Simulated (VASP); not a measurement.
Si2W, 3 atoms in the cell. The structure is tetragonal, space group I4/mmm (No. 139). Conventional cell: a = 3.233 Å, b = 3.233 Å, c = 7.932 Å, α = 90.00°, β = 90.00°, γ = 90.00°. Si (site symmetry 4mm) has 9 Si at 2.64 to 3.23 Å and 5 W at 2.64 Å within 3.5 Å. W (site symmetry 4/mmm) has 10 Si at 2.64 Å and 4 W at 3.23 Å within 3.5 Å.  This cell differs from its parent crystal: volume scaled by 1.02.

```yaml
Program: VASP 6.6.1
Task: electric field gradients
Functional: PBEsol
Potentials_or_basis: VASP PAW PBE potentials, release 64 (Si, W_sv)
Cutoff: 520 eV
k_mesh: 18 × 18 × 18
Occupations: fermi-dirac, width 0.03 eV
Spin: no spin polarisation
Dipole_correction: no
Further_INCAR_settings: ALGO = Normal; EDIFF = 1e-08; NBANDS = 18
```

Potentials or basis: VASP PAW PBE potentials, release 64 (Si, W_sv).

Command:

```console
$ cat potpaw_PBE.64/Si/POTCAR potpaw_PBE.64/W_sv/POTCAR > POTCAR
$ mpirun -np 1 vasp_std > vasp.out
```

Hardware: 1 thread of Intel(R) Xeon(R) Platinum 8259CL CPU @ 2.50GHz (Skylake/Cascade Lake), on a shared host.

Q: Estimate the wall time of this run.

A: Run time: 8.2 min on 1 thread of Intel(R) Xeon(R) Platinum 8259CL CPU @ 2.50GHz (Skylake/Cascade Lake), on a shared host, peak memory 0.47 GiB. Counts: scf iterations 15, k points 480.
